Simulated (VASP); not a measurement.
TaN, 2 atoms in the cell. Symmetry: Pm-3m, No. 221, cubic system. The conventional cell has a = 2.720 Å, b = 2.720 Å, c = 2.720 Å, α = 90.00°, β = 90.00°, γ = 90.00°. Within 3.1 Å of Ta (site symmetry m-3m) lie 8 N at 2.36 Å and 6 Ta at 2.72 Å. Within 3.1 Å of N (site symmetry m-3m) lie 8 Ta at 2.36 Å and 6 N at 2.72 Å. 

- Program: VASP 6.6.1
- Task: single point
- Functional: PBEsol
- Potentials or basis: VASP PAW PBE potentials, release 64 (Ta_pv, N)
- Cutoff: 520 eV
- k mesh: 10 × 10 × 10
- Occupations: fermi-dirac, width 0.05 eV
- Spin: no spin polarisation
- Dipole correction: no
- Further INCAR settings: ALGO = Normal; EDIFF = 1e-06; NBANDS = 15

Potentials or basis: VASP PAW PBE potentials, release 64 (Ta_pv, N).

The run is started by

```console
$ cat potpaw_PBE.64/Ta_pv/POTCAR potpaw_PBE.64/N/POTCAR > POTCAR
$ mpirun -np 1 vasp_std > vasp.out
```

Hardware: 1 thread of Intel Xeon 8259CL, with other jobs on the host.

**Question.** Estimate the wall time of this run.

**Answer.** Wall time 17 s on 1 thread of Intel Xeon 8259CL, with other jobs on the host, peak memory 0.14 GiB. Counts: scf iterations 12, k points 56.
